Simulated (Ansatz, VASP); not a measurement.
One calculation of GaAs, two programs

INCAR

```
SYSTEM = GaAs
ALGO     = Normal         ! electronic algorithm
EDIFF    = 1E-7           ! SCF threshold, eV
ENCUT    = 520            ! plane-wave cutoff, eV
GGA      = PE             ! functional
ISIF     = 2              ! what is computed and relaxed
ISMEAR   = -1             ! smearing method
LASPH    = .True.         ! aspherical terms in the spheres
LCHARG   = .True.         ! write CHGCAR
LELF     = .True.         ! ELF
LREAL    = .False.        ! projectors in reciprocal space
LVHAR    = .True.       
LWAVE    = .False.        ! write WAVECAR
NBANDS   = 16             ! bands
NELM     = 60             ! most SCF steps
PREC     = Accurate       ! precision mode
SIGMA    = 0.04           ! smearing width, eV
```

The input KPOINTS:

```
k-points
0
Gamma
  5 5 5
  0 0 0
```

File POSCAR:

```
GaAs
1.0
    0.0000000000      2.8268500000      2.8268500000
    2.8268500000      0.0000000000      2.8268500000
    2.8268500000      2.8268500000      0.0000000000
As Ga
1 1
Direct
    0.7500000000      0.7500000000      0.7500000000
    0.0000000000      0.0000000000      0.0000000000
```

File input.yaml:

```yaml
crystal:
  lattice:
    - [0.0, 2.82685, 2.82685]
    - [2.82685, 0.0, 2.82685]
    - [2.82685, 2.82685, 0.0]
  atoms:
    - { symbol: As, position: [0.75, 0.75, 0.75] }
    - { symbol: Ga, position: [0.0, 0.0, 0.0] }
kpoints:
  mp_grid: { grid: [5, 5, 5] }
scf:
  occupations: { method: fermi_dirac, width: 0.04 }
hamiltonian:
  xc: pbe
  pseudopotentials: { kind: all_electron, lapw: { basis_error: 0.002 } }
output:
  forces: true
  stress: true
  eigenvalues: true
```

Alike in both runs: task single point; functional PBE; k mesh 5 × 5 × 5; occupations fermi-dirac, width 0.04 eV; no spin polarisation.

|  | VASP | Ansatz |
| --- | --- | --- |
| version | VASP 6.6.1 | Ansatz 0.2.0 |
| potentials or method | VASP PAW PBE potentials, release 64 (As, Ga_d), cutoff 520 eV | all-electron LAPW, scalar-relativistic |

Ansatz gave:

```
gap on the k mesh at the Fermi level (eV) : 0.52
least direct gap on the mesh (eV)         : 0.52
pressure (GPa)                            : 3.3
```

Estimate VASP's values.

gap on the k mesh at the Fermi level (eV): 0.52; least direct gap on the mesh (eV): 0.52; pressure (GPa): 3.5.

Ansatz ran all-electron here, and VASP with PAW potentials.
